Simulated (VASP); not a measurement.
Set up this calculation in VASP 6.6.1, as the native input.

| Property | Result |
| --- | --- |
| Task | relaxation of cell and atoms |
| Functional | PBE |
| Potentials or basis | VASP PAW PBE potentials, release 64 (B, N) |
| Cutoff | 600 eV |
| k mesh | 12 × 12 × 4 |
| Occupations | gaussian, width 0.02 eV |
| Spin | no spin polarisation |
| Dipole correction | no |
| Further INCAR settings | ALGO = Normal; EDIFF = 1e-07; IBRION = 2; EDIFFG = -0.005; NSW = 100; ISIF = 3 |

The structure of BN lies in POSCAR:

```
BN
1.0
    2.5121772568      0.0000000000      0.0000000000
   -1.2560886284      2.1756093232      0.0000000000
    0.0000000000      0.0000000000      8.3694720624
B N
2 2
Direct
    0.3333333333      0.6666666667      0.2500000000
    0.6666666667      0.3333333333      0.7500000000
    0.3333333333      0.6666666667      0.7500000000
    0.6666666667      0.3333333333      0.2500000000
```

One way to write it, as run:

INCAR

```
PREC     = Accurate       # precision mode
ENCUT    = 600            # plane-wave cutoff, eV
EDIFF    = 1E-7           # SCF threshold, eV
ISMEAR   = 0              # smearing method
SIGMA    = 0.02           # smearing width, eV
LREAL    = F              # projectors in reciprocal space
LASPH    = T              # aspherical terms in the spheres
NELM     = 60             # most SCF steps
ALGO     = Normal         # electronic algorithm
ISIF     = 3              # what is computed and relaxed
LWAVE    = F              # write WAVECAR
LCHARG   = F              # write CHGCAR
GGA      = PE             # functional
IBRION   = 2              # ionic algorithm
NSW      = 100            # ionic steps
EDIFFG   = -0.005         # ionic threshold
```

KPOINTS

```
regular mesh
0
Gamma
  12 12 4
```

Potentials or basis: VASP PAW PBE potentials, release 64 (B, N).

Launch:

```sh
$ cat potpaw_PBE.64/B/POTCAR potpaw_PBE.64/N/POTCAR > POTCAR
$ mpirun -np 1 vasp_std > vasp.out
```

It gave:

```yaml
Relaxed_volume: 10.74 Å³/atom
Relaxed_cell: a = 2.512 Å, b = 2.512 Å, c = 7.859 Å, α = 90.00°, β = 90.00°, γ = 120.00°
Space_group_after_relaxing_to_0.05_Å: P6_3/mmc (No. 194)
Energy_gained_by_relaxing: 0.5 meV/atom
Ionic_steps: 18
Pressure_after_relaxing: 0.0 GPa
Band_gap_on_the_k_mesh: 4.51 eV, indirect (least direct gap 4.65 eV)
```

Caveat: this functional lacks dispersion, which binds the layers, so the pressure and a relaxed spacing across them are unreliable.

Wall time 5.3 min on 1 thread of AMD EPYC 7R43 64-Core Processor (Zen 3), with other jobs on the host, peak memory 0.15 GiB.
